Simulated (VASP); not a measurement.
A run of VASP 6.6.1 is set up as follows.

File INCAR:

```
SYSTEM = Al4GeRu
ALGO     = Normal         ! electronic algorithm
EDIFF    = 1E-7           ! SCF threshold, eV
EDIFFG   = -0.04          ! ionic threshold
ENCUT    = 600            ! plane-wave cutoff, eV
GGA      = PE             ! functional
IBRION   = 2              ! ionic algorithm
ISIF     = 3              ! what is computed and relaxed
ISMEAR   = 0              ! smearing method
LASPH    = .True.         ! aspherical terms in the spheres
LCHARG   = .False.        ! write CHGCAR
LREAL    = .False.        ! projectors in reciprocal space
LWAVE    = .False.        ! write WAVECAR
NELM     = 60             ! most SCF steps
NSW      = 90             ! ionic steps
PREC     = Accurate       ! precision mode
SIGMA    = 0.1            ! smearing width, eV
```

File KPOINTS:

```
k-points
0
Gamma
  4 4 4
  0 0 0
```

Contents of POSCAR:

```
Al4GeRu
1.0
    0.0000000000      3.5288490600      3.5288490600
    3.5288490600      0.0000000000      3.5288490600
    3.5288490600      3.5288490600      0.0000000000
Al Ge Ru
4 1 1
Direct
    0.6238817100      0.6238817100      0.6238817100
    0.1283548800      0.6238817100      0.6238817100
    0.6238817100      0.1283548800      0.6238817100
    0.6238817100      0.6238817100      0.1283548800
    0.2500000000      0.2500000000      0.2500000000
    0.0000000000      0.0000000000      0.0000000000
```

Potentials or basis: VASP PAW PBE potentials, release 64 (Al, Ge_d, Ru_pv).

Command:

```sh
$ cat potpaw_PBE.64/Al/POTCAR potpaw_PBE.64/Ge_d/POTCAR potpaw_PBE.64/Ru_pv/POTCAR > POTCAR
$ mpirun -np 1 vasp_std > vasp.out
```

Task: Predict the band gap on the k mesh.

Result: Zero (band 20 reaches 9.13 eV, above the bottom of band 21 at 8.27 eV).

Task: Estimate the relaxed cell.

Result: a = 5.144 Å, b = 5.144 Å, c = 5.144 Å, α = 60.00°, β = 60.00°, γ = 60.00°.

Task: Predict the relaxed volume.

Result: 16.04 Å³/atom.

Task: Predict the space group after relaxing (to 0.05 Å).

Result: F-43m (No. 216).

Step by step:
```
step  energy change (eV)  largest force (eV/Å)  pressure (GPa)  volume (Å³)
   1              0.0000                0.9437           11.31        87.89
   2             -0.2003                0.6593           -4.67       101.71
   3             -0.3129                0.1790            0.33        96.05
   4             -0.3129                0.1619            0.50        95.89
   5             -0.3147                0.0861           -0.07        96.42
   6             -0.3151                0.0110            0.09        96.26
```

Caveat: the k points lie up to 0.37 Å⁻¹ apart in the final cell.
